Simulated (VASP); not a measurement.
# CoO in VASP: settings compared, part 3 of 3

VASP 6.6.1. The steps go on from the part before.

### 4 Single point, PBE+U, collinear spin, ferromagnetic start

This run uses another cell than the first one, of 9.92 Å³/atom.

File INCAR:

```
SYSTEM = CoO
  PREC = Accurate
  ENCUT = 520
  EDIFF = 1E-6
  ISMEAR = -1
  SIGMA = 0.05
  LREAL = .FALSE.
  LASPH = .TRUE.
  NELM = 150
  ALGO = Normal
  ISIF = 2
  LWAVE = .FALSE.
  LCHARG = .FALSE.
  ISPIN = 2
  MAGMOM = 2 0
  LORBIT = 11
  LMAXMIX = 4
  LDAU = .TRUE.
  LDAUTYPE = 2
  LDAUL = 2 -1
  LDAUU = 1 0
  LDAUJ = 0 0
  LDAUPRINT = 1
  GGA = PE
  NBANDS = 18
```

File KPOINTS:

```
regular mesh
0
G
  12 12 12
  0 0 0
```

File POSCAR:

```
CoO
1.0
   -1.5249549298      1.5009178508      2.1404818270
    1.5249549298     -1.5254580138      2.1580433925
    1.5249549298      1.5254580138     -2.1580433925
Co O
1 1
Direct
    0.0000000000      0.0000000000      0.0000000000
    0.5000000000      0.5000000000      0.0000000000
```

Launch:

```console
$ cat potpaw_PBE.64/Co/POTCAR potpaw_PBE.64/O/POTCAR > POTCAR
$ mpirun -np 1 vasp_std > vasp.out
```

Wall time 18 min (1 thread of AMD EPYC, shared host); peak memory 0.33 GiB.

It converged, with:

```
Free energy                                           : -12.4949 eV
Pressure                                              : -5.9 GPa
Band gap on the k mesh                                : zero (filled and empty bands overlap)
Net moment                                            : 2.99 μB per cell
Site moments                                          : Co +2.65; O +0.30 μB
Valence electrons inside the program's atomic spheres : Co 7.75; O 4.97
```

Stress tensor (GPa, compression positive):
```
-5.82  0.00  0.00
 0.00 -5.86 -0.03
 0.00 -0.03 -5.92
```

Levels at points of the mesh, in eV from the Fermi level:
Spin up:
```
           k point  band 7  band 8  band 9  band 10  band 11  band 12
(0.00, 0.00, 0.00)   -2.79   -2.79   -2.71     1.06    16.96    17.74
(0.50, 0.00, 0.00)   -2.08   -0.05   -0.04     5.13     9.42    13.26
(0.00, 0.50, 0.00)   -2.09   -0.07   -0.05     5.23     9.24    13.41
(0.50, 0.50, 0.00)   -2.87   -2.47   -2.45     5.84     9.88    11.51
(0.00, 0.50, 0.50)   -2.09   -0.07   -0.05     5.23     9.24    13.42
(0.50, 0.50, 0.50)   -2.87   -2.47   -2.45     5.84     9.87    11.52
```
Spin down:
| k point | band 4 | band 5 | band 6 | band 7 | band 8 | band 9 |
| --- | --- | --- | --- | --- | --- | --- |
| (0.00, 0.00, 0.00) | -2.15 | -1.07 | -1.07 | -1.00 | 0.59 | 0.59 |
| (0.50, 0.00, 0.00) | -4.19 | -0.10 | -0.10 | 0.23 | 3.07 | 3.08 |
| (0.00, 0.50, 0.00) | -4.09 | -0.13 | -0.09 | 0.18 | 3.04 | 3.06 |
| (0.50, 0.50, 0.00) | -3.39 | -2.09 | 0.09 | 0.11 | 1.04 | 1.44 |
| (0.00, 0.50, 0.50) | -4.09 | -0.13 | -0.09 | 0.18 | 3.04 | 3.06 |
| (0.50, 0.50, 0.50) | -3.39 | -2.09 | 0.10 | 0.11 | 1.05 | 1.44 |

Eigenvalues of the final occupation matrices:
```
    site  spin  trace               eigenvalues
site 1 d     1   4.88  0.96 0.96 0.96 1.00 1.00
site 1 d     2   2.26  0.17 0.17 0.63 0.65 0.65
```

Caveat: the cell stands under tension; a cell with one magnetic atom can't hold antiferromagnetic order, which such compounds often take.

### 5 Single point, PBE+U, collinear spin, ferromagnetic start

This run uses another cell than the first one, of 10.02 Å³/atom.

File INCAR:

```
SYSTEM = CoO
ALGO = Normal ; EDIFF = 1E-6
ENCUT = 520 ; GGA = PE
ISIF = 2 ; ISMEAR = -1
ISPIN = 2 ; LASPH = .TRUE.
LCHARG = .FALSE. ; LDAU = .TRUE.
LDAUJ = 0 0 ; LDAUL = 2 -1
LDAUPRINT = 1 ; LDAUTYPE = 2
LDAUU = 2 0 ; LMAXMIX = 4
LORBIT = 11 ; LREAL = .FALSE.
LWAVE = .FALSE. ; MAGMOM = 2 0
NBANDS = 18 ; NELM = 150
PREC = Accurate ; SIGMA = 0.05
```

File KPOINTS:

```
k-points
0
G
  12 12 12
  0 0 0
```

File POSCAR:

```
CoO
1.0
   -1.5311134591      1.5021358626      2.1457465678
    1.5311134591     -1.5320993378      2.1671891937
    1.5311134591      1.5320993378     -2.1671891937
Co O
1 1
Direct
    0.0000000000      0.0000000000      0.0000000000
    0.5000000000      0.5000000000      0.0000000000
```

Launch:

```console
$ cat potpaw_PBE.64/Co/POTCAR potpaw_PBE.64/O/POTCAR > POTCAR
$ mpirun -np 1 vasp_std > vasp.out
```

Run time: 6.2 min. Hardware: 1 thread of AMD EPYC 9R45 (Zen 5), shared host; peak memory 0.33 GiB.

It converged, with:

```yaml
Free_energy: -11.9562 eV
Pressure: -7.4 GPa
Band_gap_on_the_k_mesh: zero (filled and empty bands overlap)
Net_moment: 3.00 μB per cell
Site_moments: Co +2.69; O +0.28 μB
Valence_electrons_inside_the_program's_atomic_spheres: Co 7.74; O 4.97
```

Levels at points of the mesh, in eV from the Fermi level:
Spin up:
| k point | band 6 | band 7 | band 8 | band 9 | band 10 | band 11 | band 12 | band 13 |
| --- | --- | --- | --- | --- | --- | --- | --- | --- |
| (0.00, 0.00, 0.00) | -3.66 | -2.54 | -2.54 | -2.45 | 1.19 | 17.10 | 17.55 | 17.56 |
| (0.50, 0.00, 0.00) | -3.05 | -2.31 | -0.13 | -0.12 | 5.27 | 9.52 | 13.31 | 13.33 |
| (0.00, 0.50, 0.00) | -3.07 | -2.34 | -0.15 | -0.13 | 5.38 | 9.32 | 13.50 | 13.68 |
| (0.50, 0.50, 0.00) | -3.64 | -3.26 | -2.81 | -2.79 | 5.93 | 10.02 | 11.41 | 15.61 |
| (0.00, 0.50, 0.50) | -3.07 | -2.34 | -0.15 | -0.13 | 5.39 | 9.31 | 13.52 | 13.68 |
| (0.50, 0.50, 0.50) | -3.64 | -3.26 | -2.81 | -2.80 | 5.93 | 10.01 | 11.42 | 15.62 |
Spin down:
| k point | band 2 | band 3 | band 4 | band 5 | band 6 | band 7 | band 8 | band 9 | band 10 | band 11 |
| --- | --- | --- | --- | --- | --- | --- | --- | --- | --- | --- |
| (0.00, 0.00, 0.00) | -2.02 | -2.02 | -1.92 | -1.07 | -1.06 | -0.99 | 1.12 | 1.12 | 1.71 | 16.97 |
| (0.50, 0.00, 0.00) | -6.86 | -3.88 | -3.88 | -0.09 | -0.08 | 0.23 | 3.49 | 3.49 | 5.53 | 10.33 |
| (0.00, 0.50, 0.00) | -6.92 | -3.85 | -3.75 | -0.13 | -0.08 | 0.19 | 3.45 | 3.47 | 5.65 | 10.11 |
| (0.50, 0.50, 0.00) | -5.70 | -3.26 | -3.15 | -2.05 | 0.07 | 0.08 | 1.57 | 1.93 | 6.84 | 10.44 |
| (0.00, 0.50, 0.50) | -6.92 | -3.84 | -3.75 | -0.13 | -0.08 | 0.18 | 3.44 | 3.47 | 5.65 | 10.10 |
| (0.50, 0.50, 0.50) | -5.71 | -3.26 | -3.15 | -2.05 | 0.07 | 0.08 | 1.57 | 1.93 | 6.84 | 10.43 |

Eigenvalues of the final occupation matrices:
```
    site  spin  trace               eigenvalues
site 1 d     1   4.89  0.96 0.96 0.96 1.00 1.00
site 1 d     2   2.24  0.15 0.15 0.64 0.65 0.65
```

Caveat: the cell stands under tension; a cell with one magnetic atom can't hold antiferromagnetic order, which such compounds often take. The state reached can hang on the start; a lower one may exist.

### 6 Single point, PBE+U, collinear spin, ferromagnetic start

This run uses another cell than the first one, of 10.10 Å³/atom.

File INCAR:

```
SYSTEM = CoO
PREC = Accurate ; ENCUT = 520
EDIFF = 1E-6 ; ISMEAR = -1
SIGMA = 0.05 ; LREAL = .FALSE.
LASPH = .TRUE. ; NELM = 150
ALGO = Normal ; ISIF = 2
LWAVE = .FALSE. ; LCHARG = .FALSE.
ISPIN = 2 ; MAGMOM = 2 0
LORBIT = 11 ; LMAXMIX = 4
LDAU = .TRUE. ; LDAUTYPE = 2
LDAUL = 2 -1 ; LDAUU = 3 0
LDAUJ = 0 0 ; LDAUPRINT = 1
GGA = PE ; NBANDS = 18
```

File KPOINTS:

```
Automatic mesh
0
G
  12 12 12
  0 0 0
```

File POSCAR:

```
CoO
1.0
   -1.5352741691      1.5359349601      2.1726507024
    1.5352741691     -1.5059961707      2.1512257423
    1.5352741691      1.5059961707     -2.1512257423
Co O
1 1
Direct
    0.0000000000      0.0000000000      0.0000000000
    0.5000000000      0.5000000000      0.0000000000
```

Potentials or basis: VASP PAW PBE potentials, release 64 (Co, O).

Launch:

```console
$ cat potpaw_PBE.64/Co/POTCAR potpaw_PBE.64/O/POTCAR > POTCAR
$ mpirun -np 1 vasp_std > vasp.out
```

Wall time 8.6 min (1 thread of AMD EPYC 9R45 (Zen 5), shared host); peak memory 0.34 GiB.

Results (log left out):

| Property | Result |
| --- | --- |
| Free energy | -11.6104 eV |
| Pressure | -7.1 GPa |
| Band gap on the k mesh | zero (filled and empty bands overlap) |
| Net moment | 3.00 μB per cell |
| Site moments | Co +2.72; O +0.25 μB |
| Valence electrons inside the program's atomic spheres | Co 7.73; O 4.98 |

Stress tensor (GPa, compression positive):
```
-6.90  0.00  0.00
 0.00 -7.20  0.16
 0.00  0.16 -7.06
```

Levels at points of the mesh, in eV from the Fermi level:
Spin up:
| k point | band 6 | band 7 | band 8 | band 9 | band 10 | band 11 | band 12 | band 13 |
| --- | --- | --- | --- | --- | --- | --- | --- | --- |
| (0.00, 0.00, 0.00) | -3.80 | -2.63 | -2.63 | -2.51 | 0.99 | 16.91 | 16.99 | 17.00 |
| (0.50, 0.00, 0.00) | -3.42 | -2.93 | -0.50 | -0.46 | 5.19 | 9.09 | 13.26 | 13.51 |
| (0.00, 0.50, 0.00) | -3.41 | -2.93 | -0.50 | -0.45 | 5.19 | 9.10 | 13.25 | 13.51 |
| (0.50, 0.50, 0.00) | -3.83 | -3.70 | -3.69 | -3.15 | 5.70 | 9.83 | 10.99 | 15.33 |
| (0.00, 0.50, 0.50) | -3.95 | -2.43 | -0.48 | -0.48 | 5.12 | 9.30 | 13.05 | 13.06 |
| (0.50, 0.50, 0.50) | -3.82 | -3.71 | -3.69 | -3.15 | 5.70 | 9.83 | 10.99 | 15.34 |
Spin down:
```
           k point  band 4  band 5  band 6  band 7  band 8  band 9
(0.00, 0.00, 0.00)   -2.14   -2.05   -0.85   -0.84    1.40    1.41
(0.50, 0.00, 0.00)   -3.73   -1.33   -0.03    0.47    3.56    3.67
(0.00, 0.50, 0.00)   -3.74   -1.33   -0.03    0.47    3.56    3.67
(0.50, 0.50, 0.00)   -3.27   -2.59   -0.50    0.22    1.94    2.15
(0.00, 0.50, 0.50)   -3.99   -1.00    0.36    0.36    3.57    3.57
(0.50, 0.50, 0.50)   -3.27   -2.59   -0.51    0.22    1.94    2.15
```

Eigenvalues of the final occupation matrices:
| site | spin | trace | eigenvalues |
| --- | --- | --- | --- |
| site 1 d | 1 | 4.91 | 0.96 0.97 0.97 1.01 1.01 |
| site 1 d | 2 | 2.22 | 0.12 0.12 0.51 0.51 0.95 |

Caveat: the cell stands under tension; a cell with one magnetic atom can't hold antiferromagnetic order, which such compounds often take. The state reached can hang on the start; a lower one may exist.

### 7 Overview

| task | level | U | cell | cutoff (eV) | smearing | gap on the mesh (eV) | pressure (GPa) | moment (μB) |
| --- | --- | --- | --- | --- | --- | --- | --- | --- |
| single point | PBE+D3(BJ)+U | Co d U = 4.5 eV | a = 2.998 Å, angles 119.6, 119.6, 90.7°, 2 atoms | 520 | methfessel-paxton 0.01 eV | none | 46.7 | 3.00 |
| relaxation of cell and atoms | PBE+U | Co d U = 4.0 eV | relaxed from a = 2.998 Å, angles 119.6, 119.6, 90.7°, 2 atoms | 600 | fermi-dirac 0.05 eV | none | 0.0 | 3.00 |
| single point | PBE+U | Co d U = 1.0 eV | a = 3.027, b = 3.051, c = 3.051 Å, angles 120.0, 120.3, 90.0°, 2 atoms | 520 | fermi-dirac 0.05 eV | none | -5.9 | 2.99 |
| single point | PBE+U | Co d U = 2.0 eV | a = 3.034, b = 3.064, c = 3.064 Å, angles 120.0, 120.3, 90.0°, 2 atoms | 520 | fermi-dirac 0.05 eV | none | -7.4 | 3.00 |
| single point | PBE+U | Co d U = 3.0 eV | a = 3.072, b = 3.042, c = 3.042 Å, angles 119.4, 120.3, 90.0°, 2 atoms | 520 | fermi-dirac 0.05 eV | none | -7.1 | 3.00 |

Alike in all rows: potentials or basis VASP PAW PBE potentials, release 64 (Co, O); spin collinear, ferromagnetic start; k mesh 12 × 12 × 12.

Caveats: a cell with one magnetic atom can't hold antiferromagnetic order, which such compounds often take; the cell stands under tension (at least some runs); the cell stands under pressure (at least some runs).

Total energies depend on the potentials used, so only differences within one code and one set of settings carry meaning.
